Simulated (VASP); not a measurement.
Here is a VASP 6.6.1 calculation.

POSCAR

```
In2O3
1.0
    3.3499973055      0.0000000000      0.0000000000
   -1.6749986527      2.9011827691      0.0000000000
    0.0000000000      0.0000000000      5.9719572550
In O
2 3
Direct
    0.3333333333      0.6666666667      0.2370762018
    0.6666666667      0.3333333333      0.7629237982
    0.0000000000      0.0000000000      0.0000000000
    0.3333333333      0.6666666667      0.6542365645
    0.6666666667      0.3333333333      0.3457634355
```

Contents of INCAR.step1:

```
ALGO = Normal
EDIFF = 1E-4
ENCUT = 520
GGA = PE
ISMEAR = 0
LASPH = True
LCHARG = False
LREAL = False
LWAVE = True
NBANDS = 30
NELM = 80
PREC = Accurate
SIGMA = 0.01
```

The input INCAR.step2:

```
ALGO = Normal
EDIFF = 1E-6
ENCUT = 520
ISIF = 2
ISMEAR = 0
ISTART = 1
LASPH = True
LCHARG = True
LELF = True
LMIXTAU = True
LREAL = False
LVHAR = True
LWAVE = False
METAGGA = R2SCAN
NBANDS = 30
NELM = 80
PREC = Accurate
SIGMA = 0.01
```

KPOINTS

```
k-points
0
Gamma
  9 9 4
```

Potentials or basis: VASP PAW PBE potentials, release 64 (In_d, O).

Command:

```sh
$ cat potpaw_PBE.64/In_d/POTCAR potpaw_PBE.64/O/POTCAR > POTCAR
$ cp INCAR.step1 INCAR
$ mpirun -np 1 vasp_std > vasp.out
$ cp INCAR.step2 INCAR
$ mpirun -np 1 vasp_std > vasp.out
```

What does it give for the pressure?

14.3 GPa.

Estimate the largest force.

0.399 eV/Å.

Predict the band gap on the k mesh.

1.73 eV (least direct gap 1.77 eV).

Forces in eV/Å, atoms in the order of the input:
```
In   0.000  0.000 -0.250
In   0.000  0.000  0.250
O    0.000  0.000  0.000
O    0.000  0.000 -0.399
O    0.000  0.000  0.399
```

Caveat: the stress differs along the axes, from 10 to 16 GPa; the PAW data sets were made with another functional, which shifts forces and pressure a little; spin-orbit coupling is left out, which moves the levels of the heavy elements. A k mesh can miss the band edges.
